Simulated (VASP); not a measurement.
# Ga3As3CO in VASP: further runs

Runs on Ga3As3CO. Level: PBE+D3(BJ). Tasks: single point.

Everything below comes from runs of VASP 6.6.1. Logs are shortened: lines on timing, memory, paths and dates and some standing lists are left out, and cuts for length are marked.

## Step 1: The cell of the first run

The cell holds a slab with vacuum, 8 atoms: a = 4.014 Å, b = 5.676 Å, c = 23.335 Å, α = 90.00°, β = 90.00°, γ = 90.00°.

## Step 2: Single point, PBE+D3(BJ)

INCAR reads:

```
SYSTEM = Ga3As3CO
ALGO = Normal
DIPOL = 0.5 0.5 0.320
EDIFF = 1E-7
ENCUT = 520
GGA = PE
IDIPOL = 3
ISIF = 2
ISMEAR = 0
IVDW = 12
LASPH = .True.
LCHARG = .False.
LDIPOL = .True.
LREAL = .False.
LWAVE = .False.
NBANDS = 42
NELM = 60
PREC = Accurate
SIGMA = 0.05
```

KPOINTS reads:

```
k-points
0
Gamma
  7 5 1
  0 0 0
```

POSCAR reads:

```
Ga3As3CO
1.0
    4.0137031111      0.0000000000      0.0000000000
    0.0000000000      5.6762333751      0.0000000000
    0.0000000000      0.0000000000     23.3352699083
Ga As O C
3 3 1 1
Direct
    0.5000000000      0.5000000000      0.1714143447
    0.0000000000      0.0653835255      0.2680035048
    0.5000000000      0.4894639609      0.3228546357
    0.0000000000      0.2500000000      0.1714143447
    0.5000000000      0.8102208698      0.2504948966
    0.0000000000      0.2887573198      0.3593388866
    0.0000000000      0.2887573198      0.4836142866
    0.0000000000      0.2887573198      0.5328959107
```

Potentials or basis: VASP PAW PBE potentials, release 64 (Ga_d, As, O, C).

On the command line:

```bash
$ cat potpaw_PBE.64/Ga_d/POTCAR potpaw_PBE.64/As/POTCAR potpaw_PBE.64/O/POTCAR potpaw_PBE.64/C/POTCAR > POTCAR
$ mpirun -np 1 vasp_std > vasp.out
```

OUTCAR:

```text
SYSTEM = Ga3As3CO
   EDIFF = 1E-7
   ENCUT = 520
   GGA = PE
   ISIF = 2
   ISMEAR = 0
   IVDW = 12
   LASPH = .True.
   LREAL = .False.
   NELM = 60
   PREC = Accurate
 IVDW          = 12

 ion  position               nearest neighbor table
   1  0.500  0.500  0.171-   4 2.46   4 2.46   5 2.55
   2  0.000  0.065  0.268-   6 2.48   4 2.49   5 2.51   5 2.51
   3  0.500  0.489  0.323-   6 2.46   6 2.46   5 2.48
   4  0.000  0.250  0.171-   1 2.46   1 2.46   2 2.49
   5  0.500  0.810  0.250-   3 2.48   2 2.51   2 2.51   1 2.55
   6  0.000  0.289  0.359-   3 2.46   3 2.46   2 2.48
   7  0.000  0.289  0.484-   8 1.15
   8  0.000  0.289  0.533-   7 1.15

  LATTYP: Found a simple orthorhombic cell.
 ALAT       =     4.0137031111
 B/A-ratio  =     1.4142135624
 C/A-ratio  =     5.8139003465

  Lattice vectors:

 A1 = (   4.0137031111,   0.0000000000,   0.0000000000)
 A2 = (   0.0000000000,   5.6762333751,   0.0000000000)
 A3 = (   0.0000000000,   0.0000000000,  23.3352699083)

Analysis of symmetry for initial positions (statically):
=====================================================================
 Subroutine PRICEL returns:
 Original cell was already a primitive cell.

 Routine SETGRP: Setting up the symmetry group for a
 simple orthorhombic supercell.

 Subroutine GETGRP returns: Found  2 space group operations
 (whereof  2 operations were pure point group operations)
 out of a pool of  8 trial point group operations.

The static configuration has the point symmetry C_1h.

Analysis of symmetry for dynamics (positions and initial velocities):
=====================================================================
 Subroutine PRICEL returns:
 Original cell was already a primitive cell.

 Routine SETGRP: Setting up the symmetry group for a
 simple orthorhombic supercell.

 Subroutine GETGRP returns: Found  2 space group operations
 (whereof  2 operations were pure point group operations)
 out of a pool of  8 trial point group operations.

The dynamic configuration has the point symmetry C_1h.

 Subroutine INISYM returns: Found  2 space group operations
 (whereof  2 operations are pure point group operations),
 and found     1 'primitive' translations

----------------------------------------------------------------------------------------

                                     Primitive cell

  volume of cell :     531.6408

  direct lattice vectors                    reciprocal lattice vectors
     4.013703111  0.000000000  0.000000000     0.249146480  0.000000000  0.000000000
     0.000000000  5.676233375  0.000000000     0.000000000  0.176173165  0.000000000
     0.000000000  0.000000000 23.335269908     0.000000000  0.000000000  0.042853586

  length of vectors
     4.013703111  5.676233375 23.335269908     0.249146480  0.176173165  0.042853586

  position of ions in fractional coordinates (direct lattice)
     0.500000000  0.500000000  0.171414345
     0.000000000  0.065383526  0.268003505
     0.500000000  0.489463961  0.322854636
     0.000000000  0.250000000  0.171414345
     0.500000000  0.810220870  0.250494897
     0.000000000  0.288757320  0.359338887
     0.000000000  0.288757320  0.483614287
     0.000000000  0.288757320  0.532895911

  ion indices of the primitive-cell ions
   primitive index   ion index
                 1           1
                 2           2
                 3           3
                 4           4
                 5           5
                 6           6
                 7           7
                 8           8

----------------------------------------------------------------------------------------

 KPOINTS: k-points

Automatic generation of k-mesh.
 Grid dimensions read from file:
 generate k-points for:    7    5    1

 Generating k-lattice:

  Cartesian coordinates                     Fractional coordinates (reciprocal lattice)
     0.035592354  0.000000000  0.000000000     0.142857143  0.000000000  0.000000000
     0.000000000  0.035234633  0.000000000     0.000000000  0.200000000  0.000000000
     0.000000000  0.000000000  0.042853586     0.000000000  0.000000000  1.000000000

  Length of vectors
     0.035592354  0.035234633  0.042853586

  Shift w.r.t. Gamma in fractional coordinates (k-lattice)
     0.000000000  0.000000000  0.000000000

 Subroutine IBZKPT returns following result:
 ===========================================

 Found     12 irreducible k-points:

 Following reciprocal coordinates:
            Coordinates               Weight
  0.000000  0.000000  0.000000      1.000000
  0.142857  0.000000  0.000000      2.000000
  0.285714  0.000000  0.000000      2.000000
  0.428571  0.000000  0.000000      2.000000
  0.000000  0.200000  0.000000      2.000000
  0.142857  0.200000  0.000000      4.000000
  0.285714  0.200000  0.000000      4.000000
  0.428571  0.200000  0.000000      4.000000
  0.000000  0.400000  0.000000      2.000000
  0.142857  0.400000  0.000000      4.000000
  0.285714  0.400000  0.000000      4.000000
  0.428571  0.400000  0.000000      4.000000
   k-points           NKPTS =     12   k-points in BZ     NKDIM =     12   number of bands    NBANDS=     42
   number of dos      NEDOS =    301   number of ions     NIONS =      8
   total plane-waves  NPLWV = 226800
   dimension x,y,z NGX =    30 NGY =   42 NGZ =  180
   dimension x,y,z NGXF=    60 NGYF=   84 NGZF=  360
   ions per type =               3   3   1   1
   NGX,Y,Z   is equivalent  to a cutoff of  12.43, 12.30, 12.82 a.u.
   NGXF,Y,Z  is equivalent  to a cutoff of  24.85, 24.60, 25.65 a.u.
 SYSTEM =  Ga3As3CO
   PREC   = accura    normal or accurate (medium, high low for compatibility)
   ISTART =      0    job   : 0-new  1-cont  2-samecut
   ICHARG =      2    charge: 1-file 2-atom 10-const
   ISPIN  =      1    spin polarized calculation?
   LNONCOLLINEAR =      F non collinear calculations
   LSORBIT =      F    spin-orbit coupling
   LASPH  =      T    aspherical Exc in radial PAW
   ENCUT  =  520.0 eV  38.22 Ry    6.18 a.u.   7.46 10.55 43.39*2*pi/ulx,y,z
   NELM   =     60;   NELMIN=  2; NELMDL= -5     # of ELM steps
   EDIFF  = 0.1E-06   stopping-criterion for ELM
   LREAL  =      F    real-space projection
   EDIFFG = 0.1E-05   stopping-criterion for IOM
   NSW    =      0    number of steps for IOM
   IBRION =     -1    ionic relax: 0-MD 1-quasi-New 2-CG
   NFREE  =      0    steps in history (QN), initial steepest desc. (CG)
   ISIF   =      2    stress and relaxation
   ISYM   =      2    0-nonsym 1-usesym 2-fastsym
   POTIM  = 0.5000    time-step for ionic-motion
   TEBEG  =    0.0;   TEEND  =   0.0 temperature during run
   PSTRESS=    0.0 pullay stress
   NELECT =      64.0000    total number of electrons
   NUPDOWN=      -1.0000    fix difference up-down
   EMIN   =  10.00;   EMAX   =-10.00  energy-range for DOS
   EFERMI =   0.00;   METHOD = LEGACY
   ISMEAR =     0;   SIGMA  =   0.05  broadening in eV -4-tet -1-fermi 0-gaus
   EFERMI_NEDOS =   21; number of points for ismear=-14 and -15
   IALGO  =     38    algorithm
   IMIX   =      4    mixing-type and parameters
     AMIX     =   0.40;   BMIX     =  1.00
     AMIX_MAG =   1.60;   BMIX_MAG =  1.00
  volume/ion in A,a.u.               =      66.46       448.46
  Fermi-wavevector in a.u.,A,eV,Ry     =   0.808342  1.527546  8.890285  0.653418
  Thomas-Fermi vector in A             =   1.917130
   LORBIT       =      0    0 simple, 1 ext, 2 COOP (PROOUT), +10 PAW based schemes
   GGA     = PE    functional components
   LHFCALC =     F    Hartree Fock is set to
   AEXX    =    0.0000 exact exchange contribution
   IVDW    =    12    specifies the selected vdW correction
   LEPSILON=     F    determine dielectric tensor
   LRPA    =     F    only Hartree local field effects (RPA)
 non-spin polarized calculation
 Gauss-broadening in eV      SIGMA  =   0.05
  energy-cutoff  :      520.00
  volume of cell :      531.64
 maximum number of plane-waves:     14367
 NGX is ok and might be reduce to    30
   NGX = 15   NGY = 21   NGZ = 87

 dipolmoment           0.000000      0.000000     -0.000121 electrons x Angstroem

 number of electron      64.0000019 magnetization

 dipolmoment           0.000000      0.000000      0.010021 electrons x Angstroem

 Free energy of the ion-electron system (eV)
  ---------------------------------------------------
  ext. energy  EPLUGINS =         0.00000000
  ---------------------------------------------------
  free energy    TOTEN  =       -37.35903908 eV

  energy without entropy =      -37.35903908  energy(sigma->0) =      -37.35903908

 E-fermi :  -1.9569     XC(G=0):  -3.7576

 val. band max:       -2.1535636805   @ k =   0.0000   0.0000   0.0000
 cond. band min:      -1.7563262754   @ k =   0.4286   0.0000   0.0000
 fundamental gap:      0.3972374050
 Fermi energy:        -1.9569260386

 k-point     1 :       0.0000    0.0000    0.0000
  band No.  band energies     occupation
      1     -26.9199      2.00000
      2     -17.1428      2.00000
      3     -17.0660      2.00000
      4     -17.0513      2.00000
      5     -17.0320      2.00000
      6     -17.0218      2.00000
[... 34 lines left out ...]
     41       2.1862      0.00000
     42       2.2939      0.00000

 k-point     2 :       0.1429    0.0000    0.0000
  band No.  band energies     occupation
      1     -26.9183      2.00000
      2     -17.1395      2.00000
      3     -17.0645      2.00000
      4     -17.0499      2.00000
      5     -17.0308      2.00000
      6     -17.0244      2.00000
[... 439 lines left out ...]
     41       2.8471      0.00000
     42       3.1340      0.00000

 k-point    12 :       0.4286    0.4000    0.0000
  band No.  band energies     occupation
      1     -26.9114      2.00000
      2     -17.1232      2.00000
      3     -17.0584      2.00000
      4     -17.0430      2.00000
      5     -17.0390      2.00000
      6     -17.0230      2.00000
[... 34 lines left out ...]
     41       2.8267      0.00000
     42       3.1989      0.00000

------------------------ aborting loop because EDIFF is reached ----------------------------------------

 vacuum level on the upper side and lower side of the slab       (xc-potential included)         0.027        -0.051

 Edisp (eV)   -1.27839

 E8    (eV) :    -0.5790

  FORCE on cell =-STRESS in cart. coord.  units (eV):
  Direction    XX          YY          ZZ          XY          YZ          ZX
  --------------------------------------------------------------------------------------
  -------------------------------------------------------------------------------------
  Total      -2.16446    -2.72313     1.19318     0.00000    -0.01039     0.00000
  in kB      -6.52291    -8.20654     3.59583     0.00000    -0.03130     0.00000
  external pressure =       -3.71 kB  Pullay stress =        0.00 kB

 VOLUME and BASIS-vectors are now :
 -----------------------------------------------------------------------------
  energy-cutoff  :      520.00
  volume of cell :      531.64
      direct lattice vectors                 reciprocal lattice vectors
     4.013703111  0.000000000  0.000000000     0.249146480  0.000000000  0.000000000
     0.000000000  5.676233375  0.000000000     0.000000000  0.176173165  0.000000000
     0.000000000  0.000000000 23.335269908     0.000000000  0.000000000  0.042853586

 POSITION                                       TOTAL-FORCE (eV/Angst)
 -----------------------------------------------------------------------------------
      2.00685      2.83812      4.00000         0.000000     -0.335162      1.022620
      0.00000      0.37113      6.25393         0.000000      0.038001     -0.011515
      2.00685      2.77831      7.53390         0.000000     -0.009920     -0.057407
      0.00000      1.41906      4.00000         0.000000      0.326388     -1.094708
      2.00685      4.59900      5.84537         0.000000      0.016031      0.000410
      0.00000      1.63905      8.38527         0.000000     -0.062641     -0.408639
      0.00000      1.63905     11.28527         0.000000      0.039423      1.183178
      0.00000      1.63905     12.43527         0.000000     -0.012119     -0.633940
 -----------------------------------------------------------------------------------
    total drift:                                0.000000     -0.001050     -0.001850

  FREE ENERGIE OF THE ION-ELECTRON SYSTEM (eV)
  ---------------------------------------------------
  free  energy   TOTEN  =       -38.6374285695 eV

  energy  without entropy=      -38.6374285692  energy(sigma->0) =      -38.63742857

 vacuum level on the upper side and lower side of the slab         2.584         2.503
```

It took 6.8 min on 1 thread of Intel Xeon Platinum 8488C (Sapphire Rapids), shared host; peak memory 0.67 GiB.

Results:

```
Free energy                : -38.6374 eV
Largest force              : 1.184 eV/Å
Band gap on the k mesh     : 0.40 eV (least direct gap 0.75 eV)
Dispersion energy per atom : -0.160 eV
```

Forces in eV/Å, atoms in the order of the input:
```
Ga   0.000 -0.335  1.023
Ga   0.000  0.038 -0.012
Ga   0.000 -0.010 -0.057
As   0.000  0.326 -1.095
As   0.000  0.016  0.000
As   0.000 -0.063 -0.409
O    0.000  0.039  1.183
C    0.000 -0.012 -0.634
```

(Continued in part 2 of 2.)
